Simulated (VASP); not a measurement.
# Te2MoW2S4 in VASP: notebook

Runs on Te2MoW2S4. Level: LDA. Tasks: single point.

All numbers are computed with VASP 6.6.1; they aren't measurements. Logs are shortened: lines on timing, memory, paths and dates and some standing lists are left out, and cuts for length are marked.

## Step 1: The cell of the first run

The cell holds a slab with vacuum, 9 atoms: a = 3.297 Å, b = 3.297 Å, c = 30.502 Å, α = 90.00°, β = 90.00°, γ = 120.00°.

## Step 2: Single point, LDA

Contents of INCAR:

```
SYSTEM = Te2MoW2S4
PREC = Accurate
ENCUT = 520
EDIFF = 1E-6
ISMEAR = 0
SIGMA = 0.05
LREAL = .FALSE.
LASPH = .TRUE.
NELM = 60
ALGO = Normal
ISIF = 2
LWAVE = .FALSE.
LCHARG = .FALSE.
NBANDS = 49
```

Contents of KPOINTS:

```
Automatic mesh
0
G
  9 9 1
  0 0 0
```

Contents of POSCAR:

```
Te2MoW2S4
1.0
    3.2974321046      0.0000000000      0.0000000000
   -1.6487160523      2.8556599698      0.0000000000
    0.0000000000      0.0000000000     30.5020660000
Te Mo W S
2 1 2 4
Direct
    0.3333333300      0.6666666700      0.0529170000
    0.3333333300      0.6666666700      0.1783370000
    0.0000000000      0.0000000000      0.1156140000
    0.0000000000      0.0000000000      0.5783190000
    0.3333333300      0.6666666700      0.3470200000
    0.0000000000      0.0000000000      0.3973670000
    0.3333333300      0.6666666700      0.5279300000
    0.3333333300      0.6666666700      0.6286960000
    0.0000000000      0.0000000000      0.2966420000
```

Potentials or basis: VASP PAW LDA potentials, release 64 (Te, Mo_sv, W_sv, S).

Command:

```sh
$ cat potpaw_LDA.64/Te/POTCAR potpaw_LDA.64/Mo_sv/POTCAR potpaw_LDA.64/W_sv/POTCAR potpaw_LDA.64/S/POTCAR > POTCAR
$ mpirun -np 1 vasp_std > vasp.out
```

OUTCAR:

```text
SYSTEM = Te2MoW2S4
   PREC = Accurate
   ENCUT = 520
   EDIFF = 1E-6
   ISMEAR = 0
   LREAL = .FALSE.
   LASPH = .TRUE.
   NELM = 60
   ISIF = 2

 ion  position               nearest neighbor table
   1  0.333  0.667  0.053-   3 2.70   3 2.70   3 2.70
   2  0.333  0.667  0.178-   3 2.70   3 2.70   3 2.70
   3  0.000  0.000  0.116-   1 2.70   1 2.70   1 2.70   2 2.70   2 2.70   2 2.70
   4  0.000  0.000  0.578-   8 2.45   8 2.45   8 2.45   7 2.45   7 2.45   7 2.45
   5  0.333  0.667  0.347-   6 2.45   6 2.45   6 2.45   9 2.45   9 2.45   9 2.45
   6  0.000  0.000  0.397-   5 2.45   5 2.45   5 2.45
   7  0.333  0.667  0.528-   4 2.45   4 2.45   4 2.45
   8  0.333  0.667  0.629-   4 2.45   4 2.45   4 2.45
   9  0.000  0.000  0.297-   5 2.45   5 2.45   5 2.45

  LATTYP: Found a hexagonal cell.
 ALAT       =     3.2974321046
 C/A-ratio  =     9.2502483849

  Lattice vectors:

 A1 = (   3.2974321046,   0.0000000000,   0.0000000000)
 A2 = (  -1.6487160523,   2.8556599698,   0.0000000000)
 A3 = (   0.0000000000,   0.0000000000,  30.5020660000)

Analysis of symmetry for initial positions (statically):
=====================================================================
 Subroutine PRICEL returns:
 Original cell was already a primitive cell.

 Routine SETGRP: Setting up the symmetry group for a
 hexagonal supercell.

 Subroutine GETGRP returns: Found  6 space group operations
 (whereof  6 operations were pure point group operations)
 out of a pool of 24 trial point group operations.

The static configuration has the point symmetry C_3v.

Analysis of symmetry for dynamics (positions and initial velocities):
=====================================================================
 Subroutine PRICEL returns:
 Original cell was already a primitive cell.

 Routine SETGRP: Setting up the symmetry group for a
 hexagonal supercell.

 Subroutine GETGRP returns: Found  6 space group operations
 (whereof  6 operations were pure point group operations)
 out of a pool of 24 trial point group operations.

The dynamic configuration has the point symmetry C_3v.

 Subroutine INISYM returns: Found  6 space group operations
 (whereof  6 operations are pure point group operations),
 and found     1 'primitive' translations

----------------------------------------------------------------------------------------

                                     Primitive cell

  volume of cell :     287.2180

  direct lattice vectors                    reciprocal lattice vectors
     3.297432105  0.000000000  0.000000000     0.303266290  0.175090874  0.000000000
    -1.648716052  2.855659970  0.000000000     0.000000000  0.350181748  0.000000000
     0.000000000  0.000000000 30.502066000     0.000000000  0.000000000  0.032784664

  length of vectors
     3.297432105  3.297432105 30.502066000     0.350181748  0.350181748  0.032784664

  position of ions in fractional coordinates (direct lattice)
     0.333333330  0.666666670  0.052917000
     0.333333330  0.666666670  0.178337000
     0.000000000  0.000000000  0.115614000
     0.000000000  0.000000000  0.578319000
     0.333333330  0.666666670  0.347020000
     0.000000000  0.000000000  0.397367000
     0.333333330  0.666666670  0.527930000
     0.333333330  0.666666670  0.628696000
     0.000000000  0.000000000  0.296642000

  ion indices of the primitive-cell ions
   primitive index   ion index
                 1           1
                 2           2
                 3           3
                 4           4
                 5           5
                 6           6
                 7           7
                 8           8
                 9           9

----------------------------------------------------------------------------------------

 KPOINTS: Automatic mesh

Automatic generation of k-mesh.
 Grid dimensions read from file:
 generate k-points for:    9    9    1

 Generating k-lattice:

  Cartesian coordinates                     Fractional coordinates (reciprocal lattice)
     0.033696254  0.019454542  0.000000000     0.111111111 -0.000000000  0.000000000
     0.000000000  0.038909083  0.000000000     0.000000000  0.111111111  0.000000000
     0.000000000  0.000000000  0.032784664     0.000000000  0.000000000  1.000000000

  Length of vectors
     0.038909083  0.038909083  0.032784664

  Shift w.r.t. Gamma in fractional coordinates (k-lattice)
     0.000000000  0.000000000  0.000000000

 Subroutine IBZKPT returns following result:
 ===========================================

 Found     12 irreducible k-points:

 Following reciprocal coordinates:
            Coordinates               Weight
  0.000000  0.000000  0.000000      1.000000
  0.111111  0.000000  0.000000      6.000000
  0.222222  0.000000  0.000000      6.000000
  0.333333  0.000000  0.000000      6.000000
  0.444444  0.000000  0.000000      6.000000
  0.111111  0.111111  0.000000      6.000000
  0.222222  0.111111  0.000000     12.000000
  0.333333  0.111111  0.000000     12.000000
  0.444444  0.111111  0.000000      6.000000
  0.222222  0.222222  0.000000      6.000000
  0.333333  0.222222  0.000000     12.000000
  0.333333  0.333333  0.000000      2.000000
   k-points           NKPTS =     12   k-points in BZ     NKDIM =     12   number of bands    NBANDS=     49
   number of dos      NEDOS =    301   number of ions     NIONS =      9
   total plane-waves  NPLWV = 188160
   dimension x,y,z NGX =    28 NGY =   28 NGZ =  240
   dimension x,y,z NGXF=    56 NGYF=   56 NGZF=  480
   ions per type =               2   1   2   4
   NGX,Y,Z   is equivalent  to a cutoff of  14.12, 14.12, 13.08 a.u.
   NGXF,Y,Z  is equivalent  to a cutoff of  28.23, 28.23, 26.16 a.u.
 SYSTEM =  Te2MoW2S4
   PREC   = accura    normal or accurate (medium, high low for compatibility)
   ISTART =      0    job   : 0-new  1-cont  2-samecut
   ICHARG =      2    charge: 1-file 2-atom 10-const
   ISPIN  =      1    spin polarized calculation?
   LNONCOLLINEAR =      F non collinear calculations
   LSORBIT =      F    spin-orbit coupling
   LASPH  =      T    aspherical Exc in radial PAW
   ENCUT  =  520.0 eV  38.22 Ry    6.18 a.u.   6.13  6.13 56.71*2*pi/ulx,y,z
   NELM   =     60;   NELMIN=  2; NELMDL= -5     # of ELM steps
   EDIFF  = 0.1E-05   stopping-criterion for ELM
   LREAL  =      F    real-space projection
   EDIFFG = 0.1E-04   stopping-criterion for IOM
   NSW    =      0    number of steps for IOM
   IBRION =     -1    ionic relax: 0-MD 1-quasi-New 2-CG
   NFREE  =      0    steps in history (QN), initial steepest desc. (CG)
   ISIF   =      2    stress and relaxation
   ISYM   =      2    0-nonsym 1-usesym 2-fastsym
   POTIM  = 0.5000    time-step for ionic-motion
   TEBEG  =    0.0;   TEEND  =   0.0 temperature during run
   PSTRESS=    0.0 pullay stress
   NELECT =      78.0000    total number of electrons
   NUPDOWN=      -1.0000    fix difference up-down
   EMIN   =  10.00;   EMAX   =-10.00  energy-range for DOS
   EFERMI =   0.00;   METHOD = LEGACY
   ISMEAR =     0;   SIGMA  =   0.05  broadening in eV -4-tet -1-fermi 0-gaus
   EFERMI_NEDOS =   21; number of points for ismear=-14 and -15
   IALGO  =     38    algorithm
   IMIX   =      4    mixing-type and parameters
     AMIX     =   0.40;   BMIX     =  1.00
     AMIX_MAG =   1.60;   BMIX_MAG =  1.00
  volume/ion in A,a.u.               =      31.91       215.36
  Fermi-wavevector in a.u.,A,eV,Ry     =   1.060154  2.003402 15.291963  1.123928
  Thomas-Fermi vector in A             =   2.195525
   LORBIT       =      0    0 simple, 1 ext, 2 COOP (PROOUT), +10 PAW based schemes
   GGA     = CA    functional components
   LHFCALC =     F    Hartree Fock is set to
   AEXX    =    0.0000 exact exchange contribution
   IVDW    =     0    specifies the selected vdW correction
   LEPSILON=     F    determine dielectric tensor
   LRPA    =     F    only Hartree local field effects (RPA)
 non-spin polarized calculation
 Gauss-broadening in eV      SIGMA  =   0.05
  energy-cutoff  :      520.00
  volume of cell :      287.22
 maximum number of plane-waves:      7782
 NGX is ok and might be reduce to    28
   NGX = 13   NGY = 13   NGZ =113

 number of electron      78.0000005 magnetization

 Free energy of the ion-electron system (eV)
  ---------------------------------------------------
  ext. energy  EPLUGINS =         0.00000000
  ---------------------------------------------------
  free energy    TOTEN  =       -72.11987926 eV

  energy without entropy =      -72.11875388  energy(sigma->0) =      -72.11931657

 E-fermi :   3.4248     XC(G=0):  -7.5003

 val. band max:        3.3689510866   @ k =   0.4444   0.0000   0.0000
 cond. band min:       3.4645634344   @ k =   0.3333   0.3333   0.0000
 fundamental gap:      0.0956123478
 Fermi energy:         3.4247686211

 k-point     1 :       0.0000    0.0000    0.0000
  band No.  band energies     occupation
      1     -71.5684      2.00000
      2     -71.5528      2.00000
      3     -57.1430      2.00000
      4     -35.9905      2.00000
      5     -35.9750      2.00000
      6     -35.9371      2.00000
[... 41 lines left out ...]
     48       6.6499      0.00000
     49       6.9024      0.00000

 k-point     2 :       0.1111    0.0000    0.0000
  band No.  band energies     occupation
      1     -71.5672      2.00000
      2     -71.5516      2.00000
      3     -57.1402      2.00000
      4     -35.9856      2.00000
      5     -35.9702      2.00000
      6     -35.9648      2.00000
[... 41 lines left out ...]
     48       5.9587      0.00000
     49       6.1053      0.00000

 k-point     3 :       0.2222    0.0000    0.0000
  band No.  band energies     occupation
      1     -71.5642      2.00000
      2     -71.5486      2.00000
      3     -57.1331      2.00000
      4     -36.0342      2.00000
      5     -36.0169      2.00000
      6     -35.9734      2.00000
[... 41 lines left out ...]
     48       5.7500      0.00000
     49       5.8647      0.00000

 k-point     4 :       0.3333    0.0000    0.0000
  band No.  band energies     occupation
      1     -71.5607      2.00000
      2     -71.5452      2.00000
      3     -57.1250      2.00000
      4     -36.1121      2.00000
      5     -36.0947      2.00000
      6     -35.9787      2.00000
[... 353 lines left out ...]
     48       5.4323      0.00000
     49       6.5604      0.00000

 k-point    11 :       0.3333    0.2222    0.0000
  band No.  band energies     occupation
      1     -71.5575      2.00000
      2     -71.5419      2.00000
      3     -57.1175      2.00000
      4     -36.1350      2.00000
      5     -36.1176      2.00000
      6     -36.0467      2.00000
[... 41 lines left out ...]
     48       5.7785      0.00000
     49       6.7100      0.00000

 k-point    12 :       0.3333    0.3333    0.0000
  band No.  band energies     occupation
      1     -71.5569      2.00000
      2     -71.5414      2.00000
      3     -57.1161      2.00000
      4     -36.1121      2.00000
      5     -36.0948      2.00000
      6     -36.0865      2.00000
[... 41 lines left out ...]
     48       5.8943      0.00000
     49       6.9831      0.00000

------------------------ aborting loop because EDIFF is reached ----------------------------------------

  FORCE on cell =-STRESS in cart. coord.  units (eV):
  Direction    XX          YY          ZZ          XY          YZ          ZX
  --------------------------------------------------------------------------------------
  -------------------------------------------------------------------------------------
  Total       -7.8129047     -7.8129047     -6.8334174     -0.0000000      0.0000000      0.0000000
  in kB      -43.5824354    -43.5824354    -38.1185981     -0.0000000      0.0000000      0.0000000
  external PRESSURE =     -41.7611563 kB  Pullay stress =       0.0000000 kB

 VOLUME and BASIS-vectors are now :
 -----------------------------------------------------------------------------
  energy-cutoff  :      520.00
  volume of cell :      287.22
      direct lattice vectors                 reciprocal lattice vectors
     3.297432105  0.000000000  0.000000000     0.303266290  0.175090874  0.000000000
    -1.648716052  2.855659970  0.000000000     0.000000000  0.350181748  0.000000000
     0.000000000  0.000000000 30.502066000     0.000000000  0.000000000  0.032784664

 POSITION                                       TOTAL-FORCE (eV/Angst)
 -----------------------------------------------------------------------------------
     -0.00000      1.90377      1.61408         0.000000      0.000000      0.589500
     -0.00000      1.90377      5.43965         0.000000     -0.000000     -0.480309
      0.00000      0.00000      3.52647        -0.000000      0.000000     -0.010842
      0.00000      0.00000     17.63992        -0.000000      0.000000     -0.007112
     -0.00000      1.90377     10.58483         0.000000      0.000000      0.004917
      0.00000      0.00000     12.12051        -0.000000      0.000000     -0.580289
     -0.00000      1.90377     16.10296        -0.000000      0.000000      0.591015
     -0.00000      1.90377     19.17653         0.000000     -0.000000     -0.642471
      0.00000      0.00000      9.04819        -0.000000      0.000000      0.535591
 -----------------------------------------------------------------------------------
    total drift:                                0.000044     -0.000025     -0.000029

  FREE ENERGIE OF THE ION-ELECTRON SYSTEM (eV)
  ---------------------------------------------------
  free  energy   TOTEN  =       -72.1198792570 eV

  energy  without entropy=      -72.1187538817  energy(sigma->0) =      -72.11931657
```

Run time: 7.7 min. Hardware: 1 thread of Intel Xeon 8259CL, shared host; peak memory 0.46 GiB.

Results:

* Free energy: -72.1199 eV
* Largest force: 0.642 eV/Å
* Band gap on the k mesh: 0.10 eV (least direct gap 0.48 eV)

Forces on the atoms (eV/Å):
```
Te   0.000  0.000  0.590
Te   0.000  0.000 -0.480
Mo   0.000  0.000 -0.011
W    0.000  0.000 -0.007
W    0.000  0.000  0.005
S    0.000  0.000 -0.580
S    0.000  0.000  0.591
S    0.000  0.000 -0.642
S    0.000  0.000  0.536
```

Caveat: spin-orbit coupling is left out, which moves the levels of the heavy elements.

(Continued in part 2 of 2.)
